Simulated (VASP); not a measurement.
A run of VASP 6.6.1:

The input INCAR:

```
ALGO = Normal ; EDIFF = 1E-6
ENCUT = 520 ; ISIF = 2
ISMEAR = -1 ; LASPH = True
LCHARG = False ; LREAL = Auto
LWAVE = False ; NBANDS = 47
NELM = 80 ; PREC = Accurate
SIGMA = 0.02
```

Contents of KPOINTS:

```
k-points
0
Gamma
  3 3 3
```

File POSCAR:

```
Mg9O8
1.0
    0.0000000000      4.3520000000      4.3520000000
    4.3520000000      0.0000000000      4.3520000000
    4.3520000000      4.3520000000      0.0000000000
Mg O
9 8
Direct
    0.0137363281     -0.0218859145     -0.0316264936
    0.0356005285      0.0910695083      0.3200329733
   -0.0822780331      0.5266900276      0.0627665441
    0.0107594210      0.4322456342      0.5041831342
    0.5254998851      0.0120633042     -0.0052705653
    0.5179732307     -0.0200485983      0.5109690947
    0.4882823989      0.5013534007      0.0246530331
    0.5503504136      0.4465255055      0.5506709559
    0.0876665901      0.7031077665      0.6241941636
    0.2669071691      0.2628855699      0.2255994945
    0.2284585248      0.2880768612      0.7537563189
    0.2130874311      0.7571133961      0.2448905101
    0.2879565717      0.7173042279      0.7688219210
    0.7015743336      0.2816122472      0.2700954733
    0.7379202665      0.2600236673      0.8052860754
    0.7386309743      0.7465140165      0.2775944393
    0.7147195542      0.7396683134      0.8071832491
```

Potentials or basis: VASP PAW LDA potentials, release 64 (Mg, O).

Launch:

```bash
$ cat potpaw_LDA.64/Mg/POTCAR potpaw_LDA.64/O/POTCAR > POTCAR
$ mpirun -np 1 vasp_std > vasp.out
```

Hardware: 1 thread of Intel(R) Xeon(R) 6975P-C (Granite Rapids) (shared host).

**Question.** Estimate the wall time of this run.

**Answer.** Wall time 2.8 min on 1 thread of Intel(R) Xeon(R) 6975P-C (Granite Rapids), on a shared host, peak memory 0.28 GiB. Counts: scf iterations 14, k points 14.
